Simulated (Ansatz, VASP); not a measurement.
# As: VASP beside Ansatz

The input POSCAR:

```
As
1.0
    2.9794804000     -0.1006165900      0.3237709600
   -0.1006165900      2.5830128800      0.2618843200
    0.3237709600      0.2618843200      2.5485519600
As
1
Direct
    0.5000000000      0.5000000000      0.5000000000
```

INCAR.step1

```
SYSTEM = As
ALGO     = Normal         ! electronic algorithm
EDIFF    = 1E-5           ! SCF threshold, eV
ENCUT    = 520            ! plane-wave cutoff, eV
GGA      = PE             ! functional
ISIF     = 2              ! what is computed and relaxed
ISMEAR   = -1             ! smearing method
LASPH    = .TRUE.         ! aspherical terms in the spheres
LREAL    = .FALSE.        ! projectors in reciprocal space
LWAVE    = .TRUE.         ! write WAVECAR
NBANDS   = 8              ! bands
NELM     = 80             ! most SCF steps
PREC     = Accurate       ! precision mode
SIGMA    = 0.05           ! smearing width, eV
```

File INCAR.step2:

```
SYSTEM = As
AEXX     = 0.25           ! exact-exchange fraction
ALGO     = Normal         ! electronic algorithm
EDIFF    = 1E-6           ! SCF threshold, eV
ENCUT    = 520            ! plane-wave cutoff, eV
ISIF     = 2              ! what is computed and relaxed
ISMEAR   = -1             ! smearing method
ISTART   = 1            
LASPH    = .TRUE.         ! aspherical terms in the spheres
LCHARG   = .TRUE.         ! write CHGCAR
LELF     = .TRUE.         ! ELF
LHFCALC  = .TRUE.         ! exact exchange
LMIXTAU  = .TRUE.       
LREAL    = .FALSE.        ! projectors in reciprocal space
LVHAR    = .TRUE.       
LWAVE    = .FALSE.        ! write WAVECAR
METAGGA  = R2SCAN         ! meta-GGA
NBANDS   = 8              ! bands
NELM     = 80             ! most SCF steps
PREC     = Accurate       ! precision mode
PRECFOCK = Normal       
SIGMA    = 0.05           ! smearing width, eV
```

KPOINTS

```
k-points
0
G
  5 6 6
  0 0 0
```

Contents of input.yaml:

```yaml
crystal:
  lattice:
    - [2.9794804, -0.10061659, 0.32377096]
    - [-0.10061659, 2.58301288, 0.26188432]
    - [0.32377096, 0.26188432, 2.54855196]
  atoms:
    - { symbol: As, position: [0.5, 0.5, 0.5] }
hamiltonian:
  xc: { exchange: r2scan, correlation: r2scan, exx: { coeff: 0.25 } }
  pseudopotentials: { kind: paw }
kpoints:
  mp_grid: { grid: [5, 6, 6] }
scf:
  occupations: { method: fermi_dirac, width: 0.05 }
output:
  forces: true
  stress: true
  eigenvalues: true
  write_density: true
  write_potential: true
  elf: true
  volumetric_format: npy
```

Alike in both runs: task single point; functional r2SCAN-based global hybrid; k mesh 5 × 6 × 6; occupations fermi-dirac, width 0.05 eV; no spin polarisation.

|  | VASP | Ansatz |
| --- | --- | --- |
| version | VASP 6.6.1 | Ansatz 0.2.0 |
| potentials or method | VASP PAW PBE potentials, release 64 (As) | Ansatz PAW |
| plane-wave cutoff (eV) | 520 | 500 |
| valence electrons in the cell | 5 | 15 |

VASP gave:

* gap on the k mesh at the Fermi level (eV): none
* pressure (GPa): 2.2
* traceless stress, the component that is largest in VASP (GPa): -11.11

Task: Which values does Ansatz return?

Result: gap on the k mesh at the Fermi level (eV): none; pressure (GPa): 2.9; traceless stress, the component that is largest in VASP (GPa): -11.42.

VASP's potentials were made for PBE, not for r2SCAN-based global hybrid. A gap of «none» marks a metal or a gap that the smearing closes. The functional is the same, so the differences come from potentials, cutoffs and numerics. VASP's potentials hold 5 valence electrons a cell and Ansatz's 15, so a difference there can come from the potentials and not from the codes.

The k mesh is coarse, so the values compare programs but aren't converged.
